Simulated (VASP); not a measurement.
Input of a VASP 6.6.1 run:

INCAR

```
SYSTEM = HgTe
PREC     = Accurate       ! precision mode
ENCUT    = 500            ! plane-wave cutoff, eV
EDIFF    = 1E-6           ! SCF threshold, eV
ISMEAR   = -1             ! smearing method
SIGMA    = 0.02           ! smearing width, eV
LREAL    = .FALSE.        ! projectors in reciprocal space
LASPH    = .TRUE.         ! aspherical terms in the spheres
NELM     = 120            ! most SCF steps
ALGO     = Normal         ! electronic algorithm
ISIF     = 2              ! what is computed and relaxed
LWAVE    = .FALSE.        ! write WAVECAR
LCHARG   = .FALSE.        ! write CHGCAR
GGA      = PE             ! functional
NBANDS   = 16             ! bands
GGA_COMPAT= .FALSE.
```

KPOINTS

```
Automatic mesh
0
G
  4 4 4
  0 0 0
```

Contents of POSCAR:

```
HgTe
1.0
    0.0000000000      3.0434522825      3.0434522825
    3.0434522825      0.0000000000      3.0434522825
    3.0434522825      3.0434522825      0.0000000000
Hg Te
1 1
Direct
    0.0000000000      0.0000000000      0.0000000000
    0.5000000000      0.5000000000      0.5000000000
```

Potentials or basis: VASP PAW PBE potentials, release 64 (Hg, Te).

Command:

```sh
$ cat potpaw_PBE.64/Hg/POTCAR potpaw_PBE.64/Te/POTCAR > POTCAR
$ mpirun -np 1 vasp_std > vasp.out
```

(1) Estimate the pressure.

(2) What does it give for the band gap on the k mesh?

Results:

(1) 2.9 GPa.

(2) zero (band 9 reaches 4.83 eV, above the bottom of band 10 at 2.24 eV).

Caveat: the k points lie up to 0.45 Å⁻¹ apart; spin-orbit coupling is left out, which moves the levels of the heavy elements.
